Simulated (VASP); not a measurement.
# BN (P6_3mc) in VASP: a series of runs, part 3 of 3

VASP 6.6.1. The steps go on from the part before.

## (5) Relaxation of cell and atoms, PBEsol

This run uses another cell than the first one, of 5.97 Å³/atom, 1.016 times its volume.

File INCAR:

```
ALGO     = Normal         # electronic algorithm
EDIFF    = 1E-7           # SCF threshold, eV
EDIFFG   = -0.005         # ionic threshold
ENCUT    = 600            # plane-wave cutoff, eV
GGA      = PS             # functional
IBRION   = 2              # ionic algorithm
ISIF     = 3              # what is computed and relaxed
ISMEAR   = 0              # smearing method
LASPH    = True           # aspherical terms in the spheres
LCHARG   = False          # write CHGCAR
LREAL    = False          # projectors in reciprocal space
LWAVE    = False          # write WAVECAR
NELM     = 100            # most SCF steps
NSW      = 100            # ionic steps
PREC     = Accurate       # precision mode
SIGMA    = 0.02           # smearing width, eV
```

File KPOINTS:

```
k-points
0
Gamma
  12 12 6
```

File POSCAR:

```
BN
1.0
    2.5539396017      0.0000000000      0.0000000000
   -1.2769698009      2.2117765748      0.0000000000
    0.0000000000      0.0000000000      4.2268550000
B N
2 2
Direct
    0.6666666700      0.3333333300      0.9997240000
    0.3333333300      0.6666666700      0.4997240000
    0.6666666700      0.3333333300      0.6252760000
    0.3333333300      0.6666666700      0.1252760000
```

Potentials or basis: VASP PAW PBE potentials, release 64 (B, N).

Launch:

```bash
$ cat potpaw_PBE.64/B/POTCAR potpaw_PBE.64/N/POTCAR > POTCAR
$ mpirun -np 1 vasp_std > vasp.out
```

OUTCAR:

```text
EDIFF = 1E-7
   EDIFFG = -0.005
   ENCUT = 600
   GGA = PS
   IBRION = 2
   ISIF = 3
   ISMEAR = 0
   LASPH = True
   LREAL = False
   NELM = 100
   NSW = 100
   PREC = Accurate

 ion  position               nearest neighbor table
   1  0.667  0.333  1.000-   4 1.57   4 1.57   4 1.57   3 1.58
   2  0.333  0.667  0.500-   3 1.57   3 1.57   3 1.57   4 1.58
   3  0.667  0.333  0.625-   2 1.57   2 1.57   2 1.57   1 1.58
   4  0.333  0.667  0.125-   1 1.57   1 1.57   1 1.57   2 1.58

  LATTYP: Found a hexagonal cell.
 ALAT       =     2.5539396017
 C/A-ratio  =     1.6550332659

  Lattice vectors:

 A1 = (   2.5539396017,   0.0000000000,   0.0000000000)
 A2 = (  -1.2769698009,   2.2117765748,   0.0000000000)
 A3 = (   0.0000000000,   0.0000000000,   4.2268550000)

[... 382 lines left out ...]

 val. band max:        7.5799549841   @ k =   0.0000   0.0000   0.0000
 cond. band min:      12.5260524697   @ k =   0.3333   0.3333   0.0000
 fundamental gap:      4.9460974856
 Fermi energy:         7.7308721011

 k-point     1 :       0.0000    0.0000    0.0000
  band No.  band energies     occupation
      1     -12.9058      2.00000
      2      -8.6806      2.00000
      3      -3.4796      2.00000
      4       5.4330      2.00000
      5       5.4330      2.00000
      6       7.2968      2.00000
      7       7.5800      2.00000
      8       7.5800      2.00000
      9      15.9045      0.00000
     10      15.9045      0.00000
     11      16.1478      0.00000
     12      17.1135      0.00000
[... 331 lines left out ...]
 k-point    24 :       0.3333    0.0000    0.1667
  band No.  band energies     occupation
      1     -10.4331      2.00000
      2      -7.6219      2.00000
      3      -1.3391      2.00000
      4       0.1240      2.00000
      5       1.5587      2.00000
      6       3.2311      2.00000
      7       5.0462      2.00000
      8       5.6548      2.00000
      9      14.3338      0.00000
     10      15.7974      0.00000
     11      18.4606      0.00000
     12      18.5481      0.00000

 [... further k-points ...]
[... 5 lines left out ...]
  --------------------------------------------------------------------------------------
  -------------------------------------------------------------------------------------
  Total       -0.0001604     -0.0001604      0.0028951      0.0000000      0.0000000     -0.0000000
  in kB       -0.0109277     -0.0109277      0.1972074      0.0000000      0.0000000     -0.0000000
  external PRESSURE =       0.0584507 kB  Pullay stress =       0.0000000 kB
[... 19 lines left out ...]
  FREE ENERGIE OF THE ION-ELECTRON SYSTEM (eV)
  ---------------------------------------------------
  free  energy   TOTEN  =       -36.6346928415 eV

  energy  without entropy=      -36.6346928415  energy(sigma->0) =      -36.63469284

 reached required accuracy - stopping structural energy minimisation
```

OSZICAR:

```text
N       E                     dE             d eps       ncg     rms          rms(c)
DAV:   1     0.580462132790E+02    0.58046E+02   -0.96269E+03  1824   0.146E+03
DAV:   2    -0.356599320881E+02   -0.93706E+02   -0.87217E+02  2660   0.310E+02
DAV:   3    -0.384821827119E+02   -0.28223E+01   -0.28101E+01  2424   0.523E+01
[... 43 lines left out ...]
       N       E                     dE             d eps       ncg     rms          rms(c)
DAV:   1    -0.366346939970E+02   -0.98818E-05   -0.78782E-04  2084   0.273E-01    0.103E-02
DAV:   2    -0.366346933047E+02    0.69233E-06   -0.14568E-05  2268   0.397E-02    0.544E-03
DAV:   3    -0.366346928807E+02    0.42403E-06   -0.12365E-06  2288   0.107E-02    0.170E-03
DAV:   4    -0.366346928415E+02    0.39177E-07   -0.11640E-07  1332   0.364E-03
   6 F= -.36634693E+02 E0= -.36634693E+02  d E =-.764301E-05
```

It took 49 s on 1 thread of Intel Xeon Platinum 8488C (Sapphire Rapids), shared host; peak memory 0.15 GiB.

What came out:

- Free energy: -36.6347 eV
- Relaxed volume: 5.88 Å³/atom
- Relaxed cell: a = 2.542 Å, b = 2.542 Å, c = 4.204 Å, α = 90.00°, β = 90.00°, γ = 120.00°
- Space group after relaxing (to 0.05 Å): P6_3mc (No. 186)
- Energy gained by relaxing: 1.6 meV/atom
- Ionic steps: 6
- Pressure after relaxing: 0.0 GPa
- Band gap on the k mesh: 4.95 eV, indirect (least direct gap 8.22 eV)

The path:
```tsv
step	energy change (eV)	largest force (eV/Å)	pressure (GPa)	volume (Å³)
1	0.0000	0.0101	-5.64	23.88
2	0.0007	0.0346	6.24	23.16
3	-0.0063	0.0115	-0.02	23.52
4	-0.0063	0.0120	0.10	23.52
5	-0.0063	0.0132	-0.09	23.53
6	-0.0064	0.0002	0.01	23.52
```

Final structure:
```
B N
1.0
     2.54169    0.00000    0.00000
    -1.27085    2.20117    0.00000
     0.00000    0.00000    4.20415
B N
2 2
Cartesian
  1.2708 0.7337 4.2030
  0.0000 1.4674 2.1009
  1.2708 0.7337 2.6288
  0.0000 1.4674 0.5267
```

Levels at points of the mesh, in eV from the valence-band top:
| k point | band 5 | band 6 | band 7 | band 8 | band 9 | band 10 | band 11 | band 12 |
| --- | --- | --- | --- | --- | --- | --- | --- | --- |
| (0.00, 0.00, 0.00) | -2.15 | -0.28 | 0.00 | 0.00 | 8.32 | 8.32 | 8.57 | 9.53 |
| (0.50, 0.00, 0.00) | -6.99 | -5.05 | -4.51 | -2.13 | 6.57 | 7.82 | 10.54 | 11.42 |
| (0.00, 0.00, 0.50) | -1.19 | -1.19 | -1.19 | -1.19 | 9.47 | 9.47 | 9.89 | 9.89 |
| (0.50, 0.00, 0.50) | -3.81 | -3.81 | -3.61 | -3.61 | 6.46 | 6.46 | 9.96 | 9.96 |

Caveat: the PAW data sets were made with another functional, which shifts forces and pressure a little. A k mesh can miss the band edges.

## (6) Summary

| task | cell | cutoff (eV) | smearing | gap on the mesh (eV) | pressure (GPa) | relaxed volume (Å³/atom) |
| --- | --- | --- | --- | --- | --- | --- |
| single point | a = 2.541, b = 2.541, c = 4.203 Å, angles 90.0, 90.0, 120.0°, 4 atoms | 520 | gaussian 0.02 eV | 4.95 | 0.6 | - |
| single point | a = 2.541, b = 2.541, c = 4.203 Å, angles 90.0, 90.0, 120.0°, 4 atoms | 520 | gaussian 0.01 eV | 4.95 | 0.6 | - |
| relaxation of cell and atoms | relaxed from a = 2.541, b = 2.541, c = 4.203 Å, angles 90.0, 90.0, 120.0°, 4 atoms | 600 | gaussian 0.01 eV | 4.95 | 0.0 | 5.88 |
| relaxation of cell and atoms | relaxed from a = 2.554, b = 2.554, c = 4.227 Å, angles 90.0, 90.0, 120.0°, 4 atoms | 600 | gaussian 0.02 eV | 4.95 | 0.0 | 5.88 |

Alike in all rows: level PBEsol; potentials or basis VASP PAW PBE potentials, release 64 (B, N); no spin polarisation; k mesh 12 × 12 × 6.

Caveats: the PAW data sets were made with another functional, which shifts forces and pressure a little.

Absolute energies hang on the potentials; compare differences alone.
